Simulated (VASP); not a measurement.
BN:

```
B N
1.0
     2.31480    0.00000    0.00000
     0.00000    2.31480    0.00000
     0.00000    0.00000    2.31480
B N
1 1
Direct
  0.00000 0.00000 0.00000
  0.50000 0.50000 0.50000
```

Program: VASP 6.6.1. Alike in all runs: task single point; potentials or basis VASP PAW PBE potentials, release 64 (B, N); no spin polarisation; cell as given; cutoff (eV) 520; smearing fermi-dirac 0.02 eV.

Q: Order these runs on this cell by their pressure, lowest first.
A. level PBE; k mesh 8 × 8 × 8, shifted
B. level r2SCAN; k mesh 8 × 8 × 8
C. level HSE06; k mesh 6 × 6 × 6; grid for exact exchange (PRECFOCK) Normal; screening parameter 0.2079 1/Å
D. level PBE; k mesh 3 × 3 × 3

A: C (-7.1 GPa), B (-0.8 GPa), A (2.4 GPa), D (12.3 GPa).

Caveats: some runs use coarse meshes; the PAW data sets were made with another functional, which shifts forces and pressure a little (some runs).
